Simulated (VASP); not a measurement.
Input of a VASP 6.6.1 run:

The input POSCAR:

```
BeS
1.0
    0.0000000000      2.4099631659      2.4099631659
    2.4099631659      0.0000000000      2.4099631659
    2.4099631659      2.4099631659      0.0000000000
Be S
1 1
Direct
    0.0000000000      0.0000000000      0.0000000000
    0.2500000000      0.2500000000      0.2500000000
```

The input INCAR.step1:

```
PREC = Accurate
ENCUT = 500
EDIFF = 1E-8
ISMEAR = 0
SIGMA = 0.01
LREAL = False
LASPH = True
NELM = 80
ALGO = Normal
LWAVE = True
LCHARG = False
GGA = PE
```

Contents of INCAR.step2:

```
PREC = Accurate
ENCUT = 500
EDIFF = 1E-8
ISMEAR = 0
SIGMA = 0.01
LREAL = False
LASPH = True
NELM = 1
ALGO = Exact
LWAVE = True
LCHARG = False
GGA = PE
NBANDS = 120
LOPTICS = True
ISTART = 1
```

INCAR.step3

```
PREC = Accurate
ENCUT = 500
EDIFF = 1E-8
ISMEAR = 0
SIGMA = 0.01
LREAL = False
LASPH = True
ALGO = EVGW0
LWAVE = False
LCHARG = False
GGA = PE
NELMGW = 1
NBANDS = 120
ENCUTGW = 150.0
NOMEGA = 96
PRECFOCK = Fast
ISTART = 1
NBANDSGW = 12
OMEGAMAX = 20
```

File KPOINTS:

```
Automatic mesh
0
Gamma
  6 6 6
```

Potentials or basis: VASP PAW PBE potentials, release 64 (Be_GW, S_GW).

Command:

```sh
$ cat potpaw_PBE.64/Be_GW/POTCAR potpaw_PBE.64/S_GW/POTCAR > POTCAR
$ cp INCAR.step1 INCAR
$ mpirun -np 1 vasp_std > vasp.out
$ cp INCAR.step2 INCAR
$ mpirun -np 1 vasp_std > vasp.out
$ cp INCAR.step3 INCAR
$ mpirun -np 1 vasp_std > vasp.out
```

Task: Estimate the quasiparticle gap.

Result: 4.37 eV.

Task: What does it give for the least direct quasiparticle gap?

Result: 7.25 eV.

Task: Estimate the least direct gap of the starting levels on the mesh.

Result: 5.64 eV.

Task: What does it give for the band gap of the starting levels on the mesh?

Result: 3.06 eV.

Caveat: the k points lie up to 0.38 Å⁻¹ apart; bands, screening cutoff and mesh are small and nothing is extrapolated, so the quasiparticle values aren't converged.
